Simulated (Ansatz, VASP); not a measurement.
**Two plane-wave programs on Ca8TeF15**

```
Ca Te F
1.0
     0.00000    5.46200    5.46200
     5.46200    0.00000    5.46200
     5.46200    5.46200    0.00000
Ca Te F
8 1 15
Direct
  0.00000 0.00000 0.00000
  0.00000 0.00000 0.50000
  0.00000 0.50000 0.00000
  0.00000 0.50000 0.50000
  0.50000 0.00000 0.00000
  0.50000 0.00000 0.50000
  0.50000 0.50000 0.00000
  0.50000 0.50000 0.50000
  0.12500 0.12500 0.12500
  0.12500 0.12500 0.62500
  0.12500 0.62500 0.12500
  0.12500 0.62500 0.62500
  0.62500 0.12500 0.12500
  0.62500 0.12500 0.62500
  0.62500 0.62500 0.12500
  0.62500 0.62500 0.62500
  0.37500 0.37500 0.37500
  0.37500 0.37500 0.87500
  0.37500 0.87500 0.37500
  0.37500 0.87500 0.87500
  0.87500 0.37500 0.37500
  0.87500 0.37500 0.87500
  0.87500 0.87500 0.37500
  0.87500 0.87500 0.87500
```

Alike in both runs: task electric field gradients; functional PBE; k mesh 3 × 3 × 3; occupations fermi-dirac, width 0.01 eV; collinear spin.

```csv
,VASP,Ansatz
version,VASP 6.6.1,Ansatz 0.2.0
potentials or method,"VASP PAW PBE potentials, release 64 (Ca_sv, Te, F)","plane-wave PAW, scalar-relativistic"
plane-wave cutoff (eV),520,420
valence electrons in the cell,191,201
```

VASP gave:

| Item | Value |
| --- | --- |
| pressure (GPa) | 16.1 |
| rms of the force components (eV/Å) | 1.678 |
| net moment per atom (μB) | 0.04 |
| size of the moment on the site where the two differ most (μB) | 0.44 |
| size of Vzz on the site where it differs most (V/Å²) | 21.5 |

Task: What did Ansatz give for the same quantities?

Result: Pressure (GPa): 15.7; rms of the force components (eV/Å): 1.675; net moment per atom (μB): 0.04; size of the moment on the site where the two differ most (μB): 0.26; size of Vzz on the site where it differs most (V/Å²): 16.8.

Site moments also hang on the region over which each program counts them. Atom by atom the forces differ by 0.003 eV/Å (rms over components). VASP's potentials hold 191 valence electrons a cell and Ansatz's 201, so a difference there can come from the potentials and not from the codes.

Neither program's run includes spin-orbit coupling.
